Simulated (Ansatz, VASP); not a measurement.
# Two plane-wave programs on PbS

The input INCAR:

```
  ALGO = Normal
  EDIFF = 1E-8
  ENCUT = 520
  GGA = CA
  ISIF = 2
  ISMEAR = -1
  LASPH = True
  LCHARG = False
  LEFG = True
  LREAL = False
  LWAVE = False
  NBANDS = 17
  NELM = 80
  PREC = Accurate
  SIGMA = 0.01
```

Contents of KPOINTS:

```
k-points
0
Gamma
  8 8 8
```

The input POSCAR:

```
PbS
1.0
    0.0000000000      3.0231520185      3.0231520185
    3.0231520185      0.0000000000      3.0231520185
    3.0231520185      3.0231520185      0.0000000000
Pb S
1 1
Direct
    0.0000000000      0.0000000000      0.0000000000
    0.5000000000      0.5000000000      0.5000000000
```

Input for Ansatz:

```yaml
crystal:
  lattice:
    - [0.0, 3.0231520185, 3.0231520185]
    - [3.0231520185, 0.0, 3.0231520185]
    - [3.0231520185, 3.0231520185, 0.0]
  atoms:
    - { symbol: Pb, position: [0.0, 0.0, 0.0] }
    - { symbol: S, position: [0.5, 0.5, 0.5] }
kpoints:
  mp_grid: { grid: [8, 8, 8] }
scf:
  occupations: { method: fermi_dirac, width: 0.01 }
hamiltonian:
  xc: lda
  pseudopotentials: { kind: paw }
output:
  forces: true
  stress: true
  eigenvalues: true
  efg: { contact_densities: true }
```

Change from the starting cell: volume scaled by 1.06, PAW files.

Alike in both runs: task electric field gradients; functional LDA; k mesh 8 × 8 × 8; occupations fermi-dirac, width 0.01 eV; no spin polarisation.

|  | VASP | Ansatz |
| --- | --- | --- |
| version | VASP 6.6.1 | Ansatz 0.2.0 |
| potentials or method | VASP PAW LDA potentials, release 64 (Pb_d, S) | PAW with Ansatz's default frozen-core files, scalar-relativistic |
| plane-wave cutoff (eV) | 520 | 420 |
| valence electrons in the cell | 20 | 20 |

```tsv
	VASP	Ansatz	Ansatz less VASP
gap on the k mesh at the Fermi level (eV)	0.40	0.42	+0.021
pressure (GPa)	-5.3	-5.3	-0.03
```

LDA's correlation is that of Perdew and Zunger in VASP and of Perdew and Wang (1992) in Ansatz.

Neither program's run includes spin-orbit coupling.
